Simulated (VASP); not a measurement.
A run of VASP 6.6.1 is set up as follows.

Contents of INCAR:

```
SYSTEM = Si4O
PREC = Accurate ; ENCUT = 520
EDIFF = 1E-7 ; ISMEAR = 0
SIGMA = 0.1 ; LREAL = .False.
LASPH = .True. ; NELM = 60
ALGO = Normal ; ISIF = 2
LWAVE = .False. ; LCHARG = .False.
GGA = PE ; NBANDS = 19
```

File KPOINTS:

```
regular mesh
0
Gamma
  4 4 4
  0 0 0
```

Contents of POSCAR:

```
Si4O
1.0
    4.1399645400      0.0000000000      0.0000000000
    0.0000000000      4.1399645400      0.0000000000
    0.0000000000      0.0000000000      4.1399645400
Si O
4 1
Direct
    0.0000000000      0.0000000000      0.0000000000
    0.5000000000      0.5000000000      0.0000000000
    0.5000000000      0.0000000000      0.5000000000
    0.0000000000      0.5000000000      0.5000000000
    0.5000000000      0.5000000000      0.5000000000
```

Potentials or basis: VASP PAW PBE potentials, release 64 (Si, O).

Launch:

```bash
$ cat potpaw_PBE.64/Si/POTCAR potpaw_PBE.64/O/POTCAR > POTCAR
$ mpirun -np 1 vasp_std > vasp.out
```

Task: Predict the band gap on the k mesh.

Result: Zero (bands 11 and 12 overlap by 0.77 eV).

Task: What does it give for the pressure?

Result: 2.7 GPa.

Caveat: the k points lie up to 0.38 Å⁻¹ apart, too coarse for converged energies and pressures of a metal.
